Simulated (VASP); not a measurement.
# Fe2O3 (R-3c) in VASP: notebook

The runs below take Fe2O3 through single point, with PBEsol+U.

All numbers are computed with VASP 6.6.1; they aren't measurements. Logs are shortened: lines on timing, memory, paths and dates and some standing lists are left out, and cuts for length are marked.

## Step 1: The cell of the first run

It takes space group R-3c (No. 167, trigonal). The conventional cell has a = 5.038 Å, b = 5.038 Å, c = 13.772 Å, α = 90.00°, β = 90.00°, γ = 120.00°. Within 2.6 Å of Fe (site symmetry 3) lie 6 O at 1.95 to 2.12 Å. Within 2.9 Å of O (site symmetry 2) lie 4 Fe at 1.95 to 2.12 Å and 8 O at 2.67 to 2.89 Å.

## Step 2: Single point, PBEsol+U, collinear spin, ferromagnetic start

Input file INCAR:

```
PREC = Accurate
ENCUT = 600
EDIFF = 1E-6
ISMEAR = -1
SIGMA = 0.05
LREAL = False
LASPH = True
NELM = 200
ALGO = Normal
ISIF = 2
LWAVE = False
LCHARG = True
ISPIN = 2
MAGMOM = 3 3 3 3 0 0 0 0 0 0
LORBIT = 11
LMAXMIX = 4
LDAU = True
LDAUTYPE = 2
LDAUL = 2 -1
LDAUU = 4 0
LDAUJ = 0 0
LDAUPRINT = 1
GGA = PS
LELF = True
LVHAR = True
NBANDS = 49
GGA_COMPAT = False
```

Input file KPOINTS:

```
regular mesh
0
Gamma
  7 7 7
```

Input file POSCAR:

```
Fe2O3
1.0
    2.5190000000      1.4543453281      4.5906666667
   -2.5190000000      1.4543453281      4.5906666667
    0.0000000000     -2.9086906562      4.5906666667
Fe O
4 6
Direct
    0.3553000000      0.3553000000      0.3553000000
    0.1447000000      0.1447000000      0.1447000000
    0.6447000000      0.6447000000      0.6447000000
    0.8553000000      0.8553000000      0.8553000000
    0.5559000000      0.2500000000      0.9441000000
    0.2500000000      0.9441000000      0.5559000000
    0.9441000000      0.5559000000      0.2500000000
    0.4441000000      0.7500000000      0.0559000000
    0.7500000000      0.0559000000      0.4441000000
    0.0559000000      0.4441000000      0.7500000000
```

Potentials or basis: VASP PAW PBE potentials, release 64 (Fe, O).

Started as:

```
> cat potpaw_PBE.64/Fe/POTCAR potpaw_PBE.64/O/POTCAR > POTCAR
> mpirun -np 1 vasp_std > vasp.out
```

OUTCAR:

```text
PREC = Accurate
   ENCUT = 600
   EDIFF = 1E-6
   ISMEAR = -1
   LREAL = False
   LASPH = True
   NELM = 200
   ISIF = 2
   ISPIN = 2
   LORBIT = 11
   GGA = PS

 ion  position               nearest neighbor table
   1  0.355  0.355  0.355-   9 1.95  10 1.95   8 1.95   7 2.12   5 2.12   6 2.12   2 2.90   3 2.97
                             3 2.97   3 2.97
   2  0.145  0.145  0.145-   8 1.95  10 1.95   9 1.95   7 2.12   5 2.12   6 2.12   1 2.90   4 2.97
                             4 2.97   4 2.97
   3  0.645  0.645  0.645-   6 1.95   7 1.95   5 1.95  10 2.12   9 2.12   8 2.12   4 2.90   1 2.97
                             1 2.97   1 2.97
   4  0.855  0.855  0.855-   5 1.95   7 1.95   6 1.95  10 2.12   9 2.12   8 2.12   3 2.90   2 2.97
                             2 2.97   2 2.97
   5  0.556  0.250  0.944-   4 1.95   3 1.95   1 2.12   2 2.12
   6  0.250  0.944  0.556-   3 1.95   4 1.95   1 2.12   2 2.12
   7  0.944  0.556  0.250-   3 1.95   4 1.95   1 2.12   2 2.12
   8  0.444  0.750  0.056-   2 1.95   1 1.95   3 2.12   4 2.12
   9  0.750  0.056  0.444-   1 1.95   2 1.95   3 2.12   4 2.12
  10  0.056  0.444  0.750-   1 1.95   2 1.95   3 2.12   4 2.12

  LATTYP: Found a trigonal (rhomboedric) cell.
 ALAT       =     5.4345838643
 COS(alpha) =     0.5703114900

  Lattice vectors:

 A1 = (   2.5190000000,   1.4543453281,   4.5906666667)
 A2 = (  -2.5190000000,   1.4543453281,   4.5906666667)
 A3 = (   0.0000000000,  -2.9086906562,   4.5906666667)

Analysis of symmetry for initial positions (statically):
=====================================================================
 Subroutine PRICEL returns:
 Original cell was already a primitive cell.

 Routine SETGRP: Setting up the symmetry group for a
 trigonal (rhombohedral) supercell.

 Subroutine GETGRP returns: Found 12 space group operations
 (whereof  6 operations were pure point group operations)
 out of a pool of 12 trial point group operations.

The static configuration has the point symmetry S_6 .
 The point group associated with its full space group is D_3d.

Analysis of symmetry for dynamics (positions and initial velocities):
=====================================================================
 Subroutine PRICEL returns:
 Original cell was already a primitive cell.

 Routine SETGRP: Setting up the symmetry group for a
 trigonal (rhombohedral) supercell.

 Subroutine GETGRP returns: Found 12 space group operations
 (whereof  6 operations were pure point group operations)
 out of a pool of 12 trial point group operations.

The dynamic configuration has the point symmetry S_6 .
 The point group associated with its full space group is D_3d.

Analysis of structural, dynamic, and magnetic symmetry:
=====================================================================
 Subroutine PRICEL returns:
 Original cell was already a primitive cell.

 Routine SETGRP: Setting up the symmetry group for a
 trigonal (rhombohedral) supercell.

 Subroutine GETGRP returns: Found 12 space group operations
 (whereof  6 operations were pure point group operations)
 out of a pool of 12 trial point group operations.

The overall configuration has the point symmetry S_6 .
 The point group associated with its full space group is D_3d.

 Subroutine INISYM returns: Found 12 space group operations
 (whereof  6 operations are pure point group operations),
 and found     1 'primitive' translations

----------------------------------------------------------------------------------------

                                     Primitive cell

  volume of cell :     100.9073

  direct lattice vectors                    reciprocal lattice vectors
     2.519000000  1.454345328  4.590666667     0.198491465  0.114599101  0.072611095
    -2.519000000  1.454345328  4.590666667    -0.198491465  0.114599101  0.072611095
     0.000000000 -2.908690656  4.590666667     0.000000000 -0.229198201  0.072611095

  length of vectors
     5.434583864  5.434583864  5.434583864     0.240425012  0.240425012  0.240425012

  position of ions in fractional coordinates (direct lattice)
     0.355300000  0.355300000  0.355300000
     0.144700000  0.144700000  0.144700000
     0.644700000  0.644700000  0.644700000
     0.855300000  0.855300000  0.855300000
[... 82 lines left out ...]
   PREC   = accura    normal or accurate (medium, high low for compatibility)
   ISTART =      0    job   : 0-new  1-cont  2-samecut
   ICHARG =      2    charge: 1-file 2-atom 10-const
   ISPIN  =      2    spin polarized calculation?
   LNONCOLLINEAR =      F non collinear calculations
   LSORBIT =      F    spin-orbit coupling
   LASPH  =      T    aspherical Exc in radial PAW
   ENCUT  =  600.0 eV  44.10 Ry    6.64 a.u.  10.85 10.85 10.85*2*pi/ulx,y,z
   NELM   =    200;   NELMIN=  2; NELMDL= -5     # of ELM steps
   EDIFF  = 0.1E-05   stopping-criterion for ELM
   LREAL  =      F    real-space projection
   EDIFFG = 0.1E-04   stopping-criterion for IOM
   NSW    =      0    number of steps for IOM
   IBRION =     -1    ionic relax: 0-MD 1-quasi-New 2-CG
   NFREE  =      0    steps in history (QN), initial steepest desc. (CG)
   ISIF   =      2    stress and relaxation
   ISYM   =      2    0-nonsym 1-usesym 2-fastsym
   POTIM  = 0.5000    time-step for ionic-motion
   TEBEG  =    0.0;   TEEND  =   0.0 temperature during run
   PSTRESS=    0.0 pullay stress
   NELECT =      68.0000    total number of electrons
   NUPDOWN=      -1.0000    fix difference up-down
   EMIN   =  10.00;   EMAX   =-10.00  energy-range for DOS
   EFERMI =   0.00;   METHOD = LEGACY
   ISMEAR =    -1;   SIGMA  =   0.05  broadening in eV -4-tet -1-fermi 0-gaus
   EFERMI_NEDOS =   21; number of points for ismear=-14 and -15
   IALGO  =     38    algorithm
   IMIX   =      4    mixing-type and parameters
     AMIX     =   0.40;   BMIX     =  1.00
     AMIX_MAG =   1.60;   BMIX_MAG =  1.00
  volume/ion in A,a.u.               =      10.09        68.10
  Fermi-wavevector in a.u.,A,eV,Ry     =   1.435281  2.712288 28.028426  2.060031
  Thomas-Fermi vector in A             =   2.554597
   LORBIT       =     11    0 simple, 1 ext, 2 COOP (PROOUT), +10 PAW based schemes
 LDA+U is selected, type is set to LDAUTYPE =  2
   angular momentum for each species LDAUL =     2   -1
   U (eV)           for each species LDAUU =   4.0  0.0
   J (eV)           for each species LDAUJ =   0.0  0.0
   GGA     = PS    functional components
   LHFCALC =     F    Hartree Fock is set to
   AEXX    =    0.0000 exact exchange contribution
   IVDW    =     0    specifies the selected vdW correction
   LEPSILON=     F    determine dielectric tensor
   LRPA    =     F    only Hartree local field effects (RPA)
 spin polarized calculation
  energy-cutoff  :      600.00
  volume of cell :      100.91
 maximum number of plane-waves:      3388
 NGX is ok and might be reduce to    48
   NGX = 21   NGY = 21   NGZ = 21

atom =   1  type =  1  l = 2

 onsite density matrix

spin component  1
[... 116 lines left out ...]
  o =  0.0723  v =  0.0000  0.0000  0.0000  0.0000  0.0000 -0.1613  0.0006  0.0000 -0.6034 -0.7810      0.0000  0.0000  0.0000  0.0000  0.0000  0.0000  0.0000  0.0000  0.0000  0.0000
  o =  0.0723  v =  0.0000  0.0000  0.0000  0.0000  0.0000 -0.7810  0.6034 -0.0000  0.0006  0.1613      0.0000  0.0000  0.0000  0.0000  0.0000  0.0000  0.0000  0.0000  0.0000  0.0000
  o =  0.0851  v =  0.0000  0.0000  0.0000  0.0000  0.0000 -0.0000 -0.0000 -1.0000 -0.0000 -0.0000      0.0000  0.0000  0.0000  0.0000  0.0000  0.0000  0.0000  0.0000  0.0000  0.0000
  o =  0.2778  v =  0.0000  0.0000  0.0000  0.0000  0.0000  0.1215  0.0000  0.0000 -0.7975  0.5910      0.0000  0.0000  0.0000  0.0000  0.0000  0.0000  0.0000  0.0000  0.0000  0.0000
  o =  0.2778  v =  0.0000  0.0000  0.0000  0.0000  0.0000 -0.5910 -0.7975  0.0000 -0.0000  0.1215      0.0000  0.0000  0.0000  0.0000  0.0000  0.0000  0.0000  0.0000  0.0000  0.0000
  o =  0.9824  v = -0.1145 -0.0000  0.0000 -0.6312 -0.7671  0.0000  0.0000  0.0000  0.0000  0.0000      0.0000  0.0000  0.0000  0.0000  0.0000  0.0000  0.0000  0.0000  0.0000  0.0000
  o =  0.9824  v = -0.7671  0.6312 -0.0000 -0.0000  0.1145  0.0000  0.0000  0.0000  0.0000  0.0000      0.0000  0.0000  0.0000  0.0000  0.0000  0.0000  0.0000  0.0000  0.0000  0.0000
  o =  0.9842  v = -0.0000 -0.0000 -1.0000 -0.0000 -0.0000  0.0000  0.0000  0.0000  0.0000  0.0000      0.0000  0.0000  0.0000  0.0000  0.0000  0.0000  0.0000  0.0000  0.0000  0.0000
  o =  1.0545  v =  0.0932  0.0000  0.0000 -0.7756  0.6243  0.0000  0.0000  0.0000  0.0000  0.0000      0.0000  0.0000  0.0000  0.0000  0.0000  0.0000  0.0000  0.0000  0.0000  0.0000
  o =  1.0545  v = -0.6243 -0.7756  0.0000 -0.0000  0.0932  0.0000  0.0000  0.0000  0.0000  0.0000      0.0000  0.0000  0.0000  0.0000  0.0000  0.0000  0.0000  0.0000  0.0000  0.0000

 number of electron      68.0000009 magnetization      19.9999765

 Free energy of the ion-electron system (eV)
  ---------------------------------------------------
  ext. energy  EPLUGINS =         0.00000000
  ---------------------------------------------------
  free energy    TOTEN  =       -71.58977814 eV

  energy without entropy =      -71.58977227  energy(sigma->0) =      -71.58977521

 E-fermi :   4.2491     XC(G=0): -11.8660

 val. band max:        3.8037520310   @ k =   0.0000   0.0000   0.0000
 cond. band min:       4.7516203510   @ k =  -0.2857   0.2857   0.0000
 fundamental gap:      0.9478683200
 Fermi energy:         4.2490604025

 spin component 1

 k-point     1 :       0.0000    0.0000    0.0000
  band No.  band energies     occupation
      1     -15.4452      1.00000
      2     -13.9590      1.00000
      3     -13.9590      1.00000
      4     -13.8606      1.00000
      5     -13.8109      1.00000
      6     -13.8109      1.00000
[... 2345 lines left out ...]
     45      10.9751      0.00000
     46      13.1563      0.00000

 [... further k-points ...]

 [bands above 46 left out]

------------------------ aborting loop because EDIFF is reached ----------------------------------------

  FORCE on cell =-STRESS in cart. coord.  units (eV):
  Direction    XX          YY          ZZ          XY          YZ          ZX
  --------------------------------------------------------------------------------------
  -------------------------------------------------------------------------------------
  Total        1.6307032      1.6307032     -0.5840895      0.0000000      0.0000000      0.0000000
  in kB       25.8918328     25.8918328     -9.2740039      0.0000000      0.0000000      0.0000000
  external PRESSURE =      14.1698872 kB  Pullay stress =       0.0000000 kB

 VOLUME and BASIS-vectors are now :
 -----------------------------------------------------------------------------
  energy-cutoff  :      600.00
  volume of cell :      100.91
      direct lattice vectors                 reciprocal lattice vectors
     2.519000000  1.454345328  4.590666667     0.198491465  0.114599101  0.072611095
    -2.519000000  1.454345328  4.590666667    -0.198491465  0.114599101  0.072611095
     0.000000000 -2.908690656  4.590666667     0.000000000 -0.229198201  0.072611095

 POSITION                                       TOTAL-FORCE (eV/Angst)
 -----------------------------------------------------------------------------------
      0.00000      0.00000      4.89319        -0.000000      0.000000     -0.351215
      0.00000      0.00000      1.99281        -0.000000      0.000000      0.351215
      0.00000      0.00000      8.87881        -0.000000      0.000000      0.351215
      0.00000      0.00000     11.77919        -0.000000      0.000000     -0.351215
      0.77056     -1.57404      8.03367        -0.085724     -0.148478     -0.000000
     -1.74844      0.11969      8.03367        -0.085724      0.148478     -0.000000
      0.97788      1.45435      8.03367         0.171448      0.000000     -0.000000
     -0.77056      1.57404      5.73833         0.085724      0.148478     -0.000000
      1.74844     -0.11969      5.73833         0.085724     -0.148478     -0.000000
     -0.97788     -1.45435      5.73833        -0.171448      0.000000     -0.000000
 -----------------------------------------------------------------------------------
    total drift:                                0.000000      0.000000      0.000000

  FREE ENERGIE OF THE ION-ELECTRON SYSTEM (eV)
  ---------------------------------------------------
  free  energy   TOTEN  =       -71.5897781416 eV

  energy  without entropy=      -71.5897722740  energy(sigma->0) =      -71.58977521

 total charge

# of ion       s       p       d       tot
------------------------------------------
    1        0.391   0.565   5.816   6.772
    2        0.391   0.565   5.816   6.772
    3        0.391   0.565   5.816   6.772
    4        0.391   0.565   5.816   6.772
    5        1.551   3.475   0.000   5.026
    6        1.551   3.475   0.000   5.026
    7        1.551   3.475   0.000   5.026
    8        1.551   3.475   0.000   5.026
    9        1.551   3.475   0.000   5.026
   10        1.551   3.475   0.000   5.026
--------------------------------------------------
tot         10.867  23.109  23.264  57.240

 magnetization (x)

# of ion       s       p       d       tot
------------------------------------------
    1        0.026   0.045   4.266   4.337
    2        0.026   0.045   4.266   4.337
    3        0.026   0.045   4.266   4.337
    4        0.026   0.045   4.266   4.337
    5        0.022   0.348   0.000   0.370
    6        0.022   0.348   0.000   0.370
    7        0.022   0.348   0.000   0.370
    8        0.022   0.348   0.000   0.370
    9        0.022   0.348   0.000   0.370
   10        0.022   0.348   0.000   0.370
--------------------------------------------------
tot          0.233   2.271  17.065  19.568
```

Run time: 7.7 min. Hardware: 1 thread of Intel Xeon 6975P-C (Granite Rapids), shared host; peak memory 0.64 GiB.

What came out:

* Free energy: -71.5898 eV
* Pressure: 1.4 GPa
* Largest force: 0.351 eV/Å
* Band gap on the k mesh: 0.95 eV (least direct gap 1.20 eV)
* Net moment: 20.00 μB per cell
* Site moments: Fe +4.34; O +0.37 μB
* Valence electrons inside the program's atomic spheres: Fe 6.77; O 5.03

Forces on the atoms (eV/Å):
```
Fe   0.000  0.000 -0.351
Fe   0.000  0.000  0.351
Fe   0.000  0.000  0.351
Fe   0.000  0.000 -0.351
O   -0.086 -0.148  0.000
O   -0.086  0.148  0.000
O    0.171  0.000  0.000
O    0.086  0.148  0.000
O    0.086 -0.148  0.000
O   -0.171  0.000  0.000
```

Levels at points of the mesh, in eV from the valence-band top:
Spin up:
```
           k point  band 42  band 43  band 44  band 45  band 46  band 47
(0.00, 0.00, 0.00)    -0.57     0.00     0.00     4.13     7.99    10.12
```
Spin down:
| k point | band 21 | band 22 | band 23 | band 24 | band 25 | band 26 | band 27 | band 28 |
| --- | --- | --- | --- | --- | --- | --- | --- | --- |
| (0.00, 0.00, 0.00) | -2.07 | -1.20 | -1.20 | -1.09 | 1.27 | 1.27 | 1.27 | 1.62 |

Eigenvalues of the final occupation matrices:
```tsv
site	spin	trace	eigenvalues
site 1 d	1	5.06	0.98 0.98 0.98 1.05 1.05
site 1 d	2	0.79	0.07 0.07 0.09 0.28 0.28
site 2 d	1	5.06	0.98 0.98 0.98 1.05 1.05
site 2 d	2	0.79	0.07 0.07 0.09 0.28 0.28
site 3 d	1	5.06	0.98 0.98 0.98 1.05 1.05
site 3 d	2	0.79	0.07 0.07 0.09 0.28 0.28
site 4 d	1	5.06	0.98 0.98 0.98 1.05 1.05
site 4 d	2	0.79	0.07 0.07 0.09 0.28 0.28
```

Caveat: the PAW data sets were made with another functional, which shifts forces and pressure a little; an odd mesh through Γ misses points on the zone boundary, where band edges can lie; only a ferromagnetic start was run, and an antiferromagnetic order may lie lower in energy.

## Step 3: Single point, PBEsol+U, collinear spin, ferromagnetic start

Input file INCAR:

```
SYSTEM = Fe2O3
PREC = Accurate ; ENCUT = 600
EDIFF = 1E-6 ; ISMEAR = -1
SIGMA = 0.05 ; LREAL = .False.
LASPH = .True. ; NELM = 200
ALGO = Normal ; ISIF = 2
LWAVE = .False. ; LCHARG = .True.
ISPIN = 2 ; MAGMOM = 3 3 3 3 0 0 0 0 0 0
LORBIT = 11 ; LMAXMIX = 4
LDAU = .True. ; LDAUTYPE = 2
LDAUL = 2 -1 ; LDAUU = 6 0
LDAUJ = 0 0 ; LDAUPRINT = 1
GGA = PS ; LELF = .True.
LVHAR = .True. ; NBANDS = 49
GGA_COMPAT = .False.
```

Input file KPOINTS:

```
Automatic mesh
0
Gamma
  7 7 7
  0 0 0
```

POSCAR is that of step 2.

Potentials or basis: VASP PAW PBE potentials, release 64 (Fe, O).

Started as:

```
> cat potpaw_PBE.64/Fe/POTCAR potpaw_PBE.64/O/POTCAR > POTCAR
> mpirun -np 1 vasp_std > vasp.out
```

It took 6.9 min on 1 thread of Intel Xeon 6975P-C (Granite Rapids), shared host; peak memory 0.63 GiB.

The run converged. Its results:

```yaml
Free_energy: -69.6575 eV
Pressure: -1.7 GPa
Largest_force: 0.498 eV/Å
Band_gap_on_the_k_mesh: 1.90 eV (least direct gap 2.06 eV)
Net_moment: 20.00 μB per cell
Site_moments: Fe +4.48; O +0.31 μB
Valence_electrons_inside_the_program's_atomic_spheres: Fe 6.78; O 5.04
```

Forces in eV/Å, atoms in the order of the input:
```
Fe   0.000  0.000 -0.498
Fe   0.000  0.000  0.498
Fe   0.000  0.000  0.498
Fe   0.000  0.000 -0.498
O   -0.111 -0.193  0.000
O   -0.111  0.193  0.000
O    0.223  0.000  0.000
O    0.111  0.193  0.000
O    0.111 -0.193  0.000
O   -0.223  0.000  0.000
```

Stress tensor (GPa, compression positive):
```
-0.55  0.00  0.00
 0.00 -0.55  0.00
 0.00  0.00 -4.13
```

Levels at points of the mesh, in eV from the valence-band top:
Spin up:
```tsv
k point	band 40	band 41	band 42	band 43	band 44	band 45	band 46	band 47	band 48	band 49
(0.00, 0.00, 0.00)	-0.69	-0.48	-0.48	0.00	0.00	4.52	8.36	10.42	10.78	11.26
```
Spin down:
| k point | band 22 | band 23 | band 24 | band 25 | band 26 | band 27 |
| --- | --- | --- | --- | --- | --- | --- |
| (0.00, 0.00, 0.00) | -0.74 | -0.74 | -0.61 | 2.16 | 2.16 | 2.23 |

Eigenvalues of the final occupation matrices:
```csv
site,spin,trace,eigenvalues
site 1 d,1,5.14,0.99 0.99 0.99 1.08 1.08
site 1 d,2,0.71,0.06 0.06 0.07 0.26 0.26
site 2 d,1,5.14,0.99 0.99 0.99 1.08 1.08
site 2 d,2,0.71,0.06 0.06 0.07 0.26 0.26
site 3 d,1,5.14,0.99 0.99 0.99 1.08 1.08
site 3 d,2,0.71,0.06 0.06 0.07 0.26 0.26
site 4 d,1,5.14,0.99 0.99 0.99 1.08 1.08
site 4 d,2,0.71,0.06 0.06 0.07 0.26 0.26
```

Caveat: the PAW data sets were made with another functional, which shifts forces and pressure a little; an odd mesh through Γ misses points on the zone boundary, where band edges can lie; only a ferromagnetic start was run, and an antiferromagnetic order may lie lower in energy. The state reached can hang on the start; a lower one may exist.
